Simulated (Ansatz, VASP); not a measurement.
**Two plane-wave programs on AlN**

INCAR

```
PREC = Accurate ; ENCUT = 600
EDIFF = 1E-6 ; ISMEAR = 0
SIGMA = 0.01 ; LREAL = False
LASPH = True ; NELM = 120
ALGO = Normal ; ISIF = 2
LWAVE = False ; LCHARG = False
NBANDS = 11 ; GGA_COMPAT = False
```

The input KPOINTS:

```
regular mesh
0
Gamma
  10 10 10
```

The input POSCAR:

```
AlN
1.0
    0.0000000000      1.9670609010      1.9670609010
    1.9670609010      0.0000000000      1.9670609010
    1.9670609010      1.9670609010      0.0000000000
Al N
1 1
Direct
    0.0000000000      0.0000000000      0.0000000000
    0.5000000000      0.5000000000      0.5000000000
```

Input for Ansatz:

```yaml
crystal:
  lattice:
    - [0.0, 1.967060901, 1.967060901]
    - [1.967060901, 0.0, 1.967060901]
    - [1.967060901, 1.967060901, 0.0]
  atoms:
    - { symbol: Al, position: [0.0, 0.0, 0.0] }
    - { symbol: "N", position: [0.5, 0.5, 0.5] }
scf:
  occupations: { method: fixed }
output:
  forces: true
  stress: true
  eigenvalues: true
hamiltonian:
  xc: lda
basis:
  ecutwfc: 520
kpoints:
  mp_grid: { grid: [10, 10, 10] }
```

Alike in both runs: task single point; functional LDA; k mesh 10 × 10 × 10; no spin polarisation.

```csv
,VASP,Ansatz
version,VASP 6.6.1,Ansatz 0.2.0
potentials or method,"VASP PAW LDA potentials, release 64 (Al, N), cutoff 600 eV","scalar-relativistic, plane waves, PAW"
occupations,"gaussian, width 0.01 eV",fixed
valence electrons in the cell,8,8
```

```tsv
	VASP	Ansatz	Ansatz less VASP
gap on the k mesh at the Fermi level (eV)	5.03	5.03	+0.001
least direct gap on the mesh (eV)	7.01	6.99	-0.024
pressure (GPa)	18.7	18.0	-0.73
```

LDA's correlation is that of Perdew and Zunger in VASP and of Perdew and Wang (1992) in Ansatz.
